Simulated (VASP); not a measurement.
# BN (P6_3/mmc) in VASP: notebook, part 2 of 3

VASP 6.6.1.

## 3. Single point, PBE

This run uses another cell than the first one, of 11.38 Å³/atom.

INCAR

```
SYSTEM = BN
ALGO = Normal
EDIFF = 1E-6
ENCUT = 600
GGA = PE
GGA_COMPAT = .FALSE.
ISIF = 2
ISMEAR = -1
LASPH = .TRUE.
LCHARG = .TRUE.
LELF = .TRUE.
LREAL = .FALSE.
LVHAR = .TRUE.
LWAVE = .FALSE.
NBANDS = 16
NELM = 120
PREC = Accurate
SIGMA = 0.02
```

KPOINTS

```
k-points
0
G
  12 12 8
  0 0 0
```

POSCAR

```
BN
1.0
    2.5121668516      0.0000000000      0.0000000000
   -1.2560834258      2.1756003120      0.0000000000
    0.0000000000      0.0000000000      8.3272229898
B N
2 2
Direct
    0.3333333333      0.6666666667      0.2500000000
    0.6666666667      0.3333333333      0.7500000000
    0.6666666667      0.3333333333      0.2500000000
    0.3333333333      0.6666666667      0.7500000000
```

Potentials or basis: VASP PAW PBE potentials, release 64 (B, N).

Started as:

```console
cat potpaw_PBE.64/B/POTCAR potpaw_PBE.64/N/POTCAR > POTCAR
mpirun -np 1 vasp_std > vasp.out
```

OUTCAR:

```text
SYSTEM = BN
   EDIFF = 1E-6
   ENCUT = 600
   GGA = PE
   ISIF = 2
   ISMEAR = -1
   LASPH = .TRUE.
   LREAL = .FALSE.
   NELM = 120
   PREC = Accurate

 ion  position               nearest neighbor table
   1  0.333  0.667  0.250-   3 1.45   3 1.45   3 1.45
   2  0.667  0.333  0.750-   4 1.45   4 1.45   4 1.45
   3  0.667  0.333  0.250-   1 1.45   1 1.45   1 1.45
   4  0.333  0.667  0.750-   2 1.45   2 1.45   2 1.45

  LATTYP: Found a hexagonal cell.
 ALAT       =     2.5121668516
 C/A-ratio  =     3.3147571327

  Lattice vectors:

 A1 = (   2.5121668516,   0.0000000000,   0.0000000000)
 A2 = (  -1.2560834258,   2.1756003120,   0.0000000000)
 A3 = (   0.0000000000,   0.0000000000,   8.3272229898)

Analysis of symmetry for initial positions (statically):
=====================================================================
 Subroutine PRICEL returns:
 Original cell was already a primitive cell.

 Routine SETGRP: Setting up the symmetry group for a
 hexagonal supercell.

 Subroutine GETGRP returns: Found 24 space group operations
 (whereof 12 operations were pure point group operations)
 out of a pool of 24 trial point group operations.

The static configuration has the point symmetry D_3d.
 The point group associated with its full space group is D_6h.

Analysis of symmetry for dynamics (positions and initial velocities):
=====================================================================
 Subroutine PRICEL returns:
 Original cell was already a primitive cell.

 Routine SETGRP: Setting up the symmetry group for a
 hexagonal supercell.

 Subroutine GETGRP returns: Found 24 space group operations
 (whereof 12 operations were pure point group operations)
 out of a pool of 24 trial point group operations.

The dynamic configuration has the point symmetry D_3d.
 The point group associated with its full space group is D_6h.

 Subroutine INISYM returns: Found 24 space group operations
 (whereof 12 operations are pure point group operations),
 and found     1 'primitive' translations

----------------------------------------------------------------------------------------

                                     Primitive cell

  volume of cell :      45.5122

  direct lattice vectors                    reciprocal lattice vectors
     2.512166852  0.000000000  0.000000000     0.398062732  0.229821625  0.000000000
    -1.256083426  2.175600312  0.000000000     0.000000000  0.459643251  0.000000000
     0.000000000  0.000000000  8.327222990     0.000000000  0.000000000  0.120088054

  length of vectors
     2.512166852  2.512166852  8.327222990     0.459643251  0.459643251  0.120088054

  position of ions in fractional coordinates (direct lattice)
     0.333333333  0.666666667  0.250000000
     0.666666667  0.333333333  0.750000000
     0.666666667  0.333333333  0.250000000
     0.333333333  0.666666667  0.750000000

  ion indices of the primitive-cell ions
   primitive index   ion index
                 1           1
                 2           2
                 3           3
                 4           4

----------------------------------------------------------------------------------------

 KPOINTS: k-points

Automatic generation of k-mesh.
[... 24 lines left out ...]
  0.083333 -0.000000  0.000000      6.000000
  0.166667  0.000000  0.000000      6.000000
  0.250000 -0.000000  0.000000      6.000000
  0.333333  0.000000  0.000000      6.000000
  0.416667 -0.000000  0.000000      6.000000
[... 16 lines left out ...]
  0.250000 -0.000000  0.125000     12.000000
  0.333333  0.000000  0.125000     12.000000
 [... further k-points ...]
   k-points           NKPTS =     95   k-points in BZ     NKDIM =     95   number of bands    NBANDS=     16
   number of dos      NEDOS =    301   number of ions     NIONS =      4
   total plane-waves  NPLWV =  28000
   dimension x,y,z NGX =    20 NGY =   20 NGZ =   70
   dimension x,y,z NGXF=    40 NGYF=   40 NGZF=  140
   ions per type =               2   2
   NGX,Y,Z   is equivalent  to a cutoff of  13.24, 13.24, 13.97 a.u.
   NGXF,Y,Z  is equivalent  to a cutoff of  26.47, 26.47, 27.95 a.u.
 SYSTEM =  BN
   PREC   = accura    normal or accurate (medium, high low for compatibility)
   ISTART =      0    job   : 0-new  1-cont  2-samecut
   ICHARG =      2    charge: 1-file 2-atom 10-const
   ISPIN  =      1    spin polarized calculation?
   LNONCOLLINEAR =      F non collinear calculations
   LSORBIT =      F    spin-orbit coupling
   LASPH  =      T    aspherical Exc in radial PAW
   ENCUT  =  600.0 eV  44.10 Ry    6.64 a.u.   5.02  5.02 16.63*2*pi/ulx,y,z
   NELM   =    120;   NELMIN=  2; NELMDL= -5     # of ELM steps
   EDIFF  = 0.1E-05   stopping-criterion for ELM
   LREAL  =      F    real-space projection
   EDIFFG = 0.1E-04   stopping-criterion for IOM
   NSW    =      0    number of steps for IOM
   IBRION =     -1    ionic relax: 0-MD 1-quasi-New 2-CG
   NFREE  =      0    steps in history (QN), initial steepest desc. (CG)
   ISIF   =      2    stress and relaxation
   ISYM   =      2    0-nonsym 1-usesym 2-fastsym
   POTIM  = 0.5000    time-step for ionic-motion
   TEBEG  =    0.0;   TEEND  =   0.0 temperature during run
   PSTRESS=    0.0 pullay stress
   NELECT =      16.0000    total number of electrons
   NUPDOWN=      -1.0000    fix difference up-down
   EMIN   =  10.00;   EMAX   =-10.00  energy-range for DOS
   EFERMI =   0.00;   METHOD = LEGACY
   ISMEAR =    -1;   SIGMA  =   0.02  broadening in eV -4-tet -1-fermi 0-gaus
   EFERMI_NEDOS =   21; number of points for ismear=-14 and -15
   IALGO  =     38    algorithm
   IMIX   =      4    mixing-type and parameters
     AMIX     =   0.40;   BMIX     =  1.00
     AMIX_MAG =   1.60;   BMIX_MAG =  1.00
  volume/ion in A,a.u.               =      11.38        76.78
  Fermi-wavevector in a.u.,A,eV,Ry     =   1.155417  2.183422 18.163632  1.334989
  Thomas-Fermi vector in A             =   2.292046
   LORBIT       =      0    0 simple, 1 ext, 2 COOP (PROOUT), +10 PAW based schemes
   GGA     = PE    functional components
   LHFCALC =     F    Hartree Fock is set to
   AEXX    =    0.0000 exact exchange contribution
   IVDW    =     0    specifies the selected vdW correction
   LEPSILON=     F    determine dielectric tensor
   LRPA    =     F    only Hartree local field effects (RPA)
 non-spin polarized calculation
  energy-cutoff  :      600.00
  volume of cell :       45.51
 maximum number of plane-waves:      1548
 NGX is ok and might be reduce to    20
   NGX =  9   NGY =  9   NGZ = 33

 number of electron      15.9999999 magnetization

 Free energy of the ion-electron system (eV)
  ---------------------------------------------------
  ext. energy  EPLUGINS =         0.00000000
  ---------------------------------------------------
  free energy    TOTEN  =       -35.21375852 eV

  energy without entropy =      -35.21375852  energy(sigma->0) =      -35.21375852

 E-fermi :   1.0753     XC(G=0):  -8.5923

 val. band max:        0.6145448591   @ k =   0.3333   0.3333   0.5000
 cond. band min:       5.0162607697   @ k =   0.0000   0.0000   0.0000
 fundamental gap:      4.4017159106
 Fermi energy:         1.0753071696

 k-point     1 :       0.0000    0.0000    0.0000
  band No.  band energies     occupation
      1     -17.0169      2.00000
      2     -16.9755      2.00000
      3      -4.8790      2.00000
      4      -4.2689      2.00000
      5      -0.7354      2.00000
      6      -0.7354      2.00000
[... 433 lines left out ...]
      3      -6.2423      2.00000
      4      -6.2362      2.00000
      5      -2.9587      2.00000
      6      -2.9537      2.00000
[... 8 lines left out ...]
     15      15.2890      0.00000
     16      18.1286      0.00000

 [... further k-points ...]

------------------------ aborting loop because EDIFF is reached ----------------------------------------

  FORCE on cell =-STRESS in cart. coord.  units (eV):
  Direction    XX          YY          ZZ          XY          YZ          ZX
  --------------------------------------------------------------------------------------
  -------------------------------------------------------------------------------------
  Total       -0.0092165     -0.0092165     -0.0444964      0.0000000     -0.0000000      0.0000000
  in kB       -0.3244498     -0.3244498     -1.5664185      0.0000000     -0.0000000      0.0000000
  external PRESSURE =      -0.7384394 kB  Pullay stress =       0.0000000 kB

 VOLUME and BASIS-vectors are now :
 -----------------------------------------------------------------------------
  energy-cutoff  :      600.00
  volume of cell :       45.51
      direct lattice vectors                 reciprocal lattice vectors
     2.512166852  0.000000000  0.000000000     0.398062732  0.229821625  0.000000000
    -1.256083426  2.175600312  0.000000000     0.000000000  0.459643251  0.000000000
     0.000000000  0.000000000  8.327222990     0.000000000  0.000000000  0.120088054

 POSITION                                       TOTAL-FORCE (eV/Angst)
 -----------------------------------------------------------------------------------
     -0.00000      1.45040      2.08181         0.000000     -0.000000      0.000000
      1.25608      0.72520      6.24542         0.000000      0.000000      0.000000
      1.25608      0.72520      2.08181         0.000000     -0.000000      0.000000
     -0.00000      1.45040      6.24542        -0.000000      0.000000      0.000000
 -----------------------------------------------------------------------------------
    total drift:                               -0.000000      0.000000      0.000000

  FREE ENERGIE OF THE ION-ELECTRON SYSTEM (eV)
  ---------------------------------------------------
  free  energy   TOTEN  =       -35.2137585176 eV

  energy  without entropy=      -35.2137585176  energy(sigma->0) =      -35.21375852
```

stdout:

```text
POSCAR found type information on POSCAR B N
 POSCAR found :  2 types and       4 ions
 scaLAPACK will be used
 LDA part: xc-table for (Slater+PW92), standard interpolation
 POSCAR, INCAR and KPOINTS ok, starting setup
 FFT: planning ... GRIDC
 FFT: planning ... GRID_SOFT
 FFT: planning ... GRID
 WAVECAR not read
 entering main loop
```

Run time: 1.8 min. Hardware: 1 thread of Intel Xeon 8259CL, shared host; peak memory 0.21 GiB.

What came out:

```
Free energy            : -35.2138 eV
Pressure               : -0.1 GPa
Band gap on the k mesh : 4.40 eV (least direct gap 4.66 eV)
```

Caveat: this functional lacks dispersion, which binds the layers, so the pressure and a relaxed spacing across them are unreliable.

## 4. Relaxation of cell and atoms, PBEsol

This run uses another cell than the first one, of 11.38 Å³/atom.

INCAR

```
SYSTEM = BN
  PREC = Accurate
  ENCUT = 600
  EDIFF = 1E-7
  ISMEAR = -1
  SIGMA = 0.02
  LREAL = .False.
  LASPH = .True.
  NELM = 120
  ALGO = Normal
  ISIF = 3
  LWAVE = .False.
  LCHARG = .False.
  GGA = PS
  IBRION = 2
  NSW = 80
  EDIFFG = -0.005
  GGA_COMPAT = .False.
  NELMIN = 4
```

KPOINTS

```
Automatic mesh
0
Gamma
  12 12 4
  0 0 0
```

POSCAR is that of step 3.

Started as:

```console
cat potpaw_PBE.64/B/POTCAR potpaw_PBE.64/N/POTCAR > POTCAR
mpirun -np 1 vasp_std > vasp.out
```

It took 9.4 min on 1 thread of Intel Xeon 8259CL, shared host; peak memory 0.19 GiB.

Results (log left out):

```yaml
Free_energy: -36.5902 eV
Relaxed_volume: 9.39 Å³/atom
Relaxed_cell: a = 2.505 Å, b = 2.505 Å, c = 6.909 Å, α = 90.00°, β = 90.00°, γ = 120.00°
Space_group_after_relaxing_to_0.1_Å: P6_3/mmc (No. 194)
Energy_gained_by_relaxing: 6.4 meV/atom
Ionic_steps: 16
Pressure_after_relaxing: 0.0 GPa
Band_gap_on_the_k_mesh: 4.23 eV (least direct gap 4.59 eV)
```

Step by step:
```csv
step,energy change (eV),largest force (eV/Å),pressure (GPa),volume (Å³)
1,0.0000,0.0000,-1.88,45.51
2,0.0060,0.0000,3.30,44.64
3,-0.0023,0.0000,-0.14,45.21
4,-0.0025,0.0000,-0.14,45.14
5,-0.0031,0.0000,-0.15,44.95
6,-0.0044,0.0000,-0.16,44.55
7,-0.0071,0.0000,-0.17,43.76
8,-0.0129,0.0000,-0.18,42.19
9,-0.0237,0.0000,-0.06,39.03
10,0.0302,0.0000,2.01,32.72
11,-0.0247,0.0000,-0.02,38.50
12,-0.0253,0.0000,0.15,37.23
13,-0.0255,0.0000,0.08,37.69
14,-0.0255,0.0000,0.10,37.54
15,-0.0099,0.0000,-5.38,38.05
16,-0.0255,0.0000,0.01,37.55
```

Final structure:
```
B N
1.0
     2.50512    0.00000    0.00000
    -1.25256    2.16950    0.00000
     0.00000    0.00000    6.90877
B N
2 2
Cartesian
  0.0000 1.4463 1.7272
  1.2526 0.7232 5.1816
  1.2526 0.7232 1.7272
  0.0000 1.4463 5.1816
```

Levels at points of the mesh, in eV from the valence-band top:
```
           k point  band 5  band 6  band 7  band 8  band 9  band 10  band 11  band 12
(0.00, 0.00, 0.00)   -1.31   -1.31   -1.28   -1.28    4.84     9.70    11.51    11.60
(0.50, 0.00, 0.00)   -4.13   -4.08   -1.35   -0.52    4.23     5.43     9.41     9.90
(0.00, 0.00, 0.50)   -1.29   -1.29   -1.29   -1.29    7.02     7.02    11.55    11.55
(0.50, 0.00, 0.50)   -4.11   -4.11   -0.92   -0.92    4.66     4.66     9.81     9.81
```

Caveat: the volume moved by over 15 % at a fixed basis, so the end points are rough; the PAW data sets were made with another functional, which shifts forces and pressure a little; this functional lacks dispersion, which binds the layers, so the pressure and a relaxed spacing across them are unreliable.

## 5. Relaxation of cell and atoms, LDA

This run uses another cell than the first one, of 11.38 Å³/atom.

INCAR

```
SYSTEM = BN
PREC     = Accurate       ! precision mode
ENCUT    = 600            ! plane-wave cutoff, eV
EDIFF    = 1E-7           ! SCF threshold, eV
ISMEAR   = -1             ! smearing method
SIGMA    = 0.02           ! smearing width, eV
LREAL    = .False.        ! projectors in reciprocal space
LASPH    = .True.         ! aspherical terms in the spheres
NELM     = 120            ! most SCF steps
ALGO     = Normal         ! electronic algorithm
ISIF     = 3              ! what is computed and relaxed
LWAVE    = .False.        ! write WAVECAR
LCHARG   = .False.        ! write CHGCAR
IBRION   = 2              ! ionic algorithm
NSW      = 80             ! ionic steps
EDIFFG   = -0.005         ! ionic threshold
GGA_COMPAT= .False.      
NELMIN   = 4
```

KPOINTS

```
regular mesh
0
Gamma
  12 12 4
  0 0 0
```

POSCAR is that of step 4.

Potentials or basis: VASP PAW LDA potentials, release 64 (B, N).

Started as:

```console
cat potpaw_LDA.64/B/POTCAR potpaw_LDA.64/N/POTCAR > POTCAR
mpirun -np 1 vasp_std > vasp.out
```

Run time: 8.5 min. Hardware: 1 thread of Intel Xeon 8259CL, shared host; peak memory 0.17 GiB.

The run converged. Its results:

```
Free energy                           : -38.5998 eV
Relaxed volume                        : 8.67 Å³/atom
Relaxed cell                          : a = 2.490 Å, b = 2.490 Å, c = 6.461 Å, α = 90.00°, β = 90.00°, γ = 120.00°
Space group after relaxing (to 0.1 Å) : P6_3/mmc (No. 194)
Energy gained by relaxing             : 26.0 meV/atom
Ionic steps                           : 16
Pressure after relaxing               : 0.0 GPa
Band gap on the k mesh                : 4.04 eV (least direct gap 4.45 eV)
```

Step by step:
```tsv
step	energy change (eV)	largest force (eV/Å)	pressure (GPa)	volume (Å³)
1	0.0000	0.0000	-5.60	45.51
2	0.0611	0.0000	11.18	42.93
3	-0.0209	0.0000	-0.43	44.63
4	-0.0209	0.0000	-0.33	44.62
5	-0.0221	0.0000	-0.33	44.46
6	-0.0257	0.0000	-0.35	43.99
7	-0.0335	0.0000	-0.39	43.06
8	-0.0511	0.0000	-0.43	41.20
9	-0.0888	0.0000	-0.28	37.47
10	0.0047	0.0000	4.33	30.01
11	-0.0981	0.0000	-0.09	36.28
12	-0.1025	0.0000	0.61	34.00
13	-0.1038	0.0000	0.28	34.87
14	-0.1039	0.0000	0.34	34.67
15	-0.0483	0.0000	-10.82	35.49
16	-0.1039	0.0000	-0.01	34.70
```

Final structure:
```
B N
1.0
     2.49010    0.00000    0.00000
    -1.24505    2.15649    0.00000
     0.00000    0.00000    6.46144
B N
2 2
Cartesian
  0.0000 1.4377 1.6154
  1.2451 0.7188 4.8461
  1.2451 0.7188 1.6154
  0.0000 1.4377 4.8461
```

Levels at points of the mesh, in eV from the valence-band top:
```
           k point  band 5  band 6  band 7  band 8  band 9  band 10  band 11  band 12
(0.00, 0.00, 0.00)   -1.35   -1.35   -1.30   -1.30    5.11    10.41    11.53    11.53
(0.50, 0.00, 0.00)   -4.21   -4.13   -1.61   -0.41    4.04     5.66     9.63    10.07
(0.00, 0.00, 0.50)   -1.32   -1.32   -1.32   -1.32    7.70     7.70    11.61    11.61
(0.50, 0.00, 0.50)   -4.17   -4.17   -0.98   -0.98    4.56     4.56    10.07    10.07
```

Caveat: the volume moved by over 15 % at a fixed basis, so the end points are rough. A k mesh can miss the band edges.

[end of part 2 of 3]
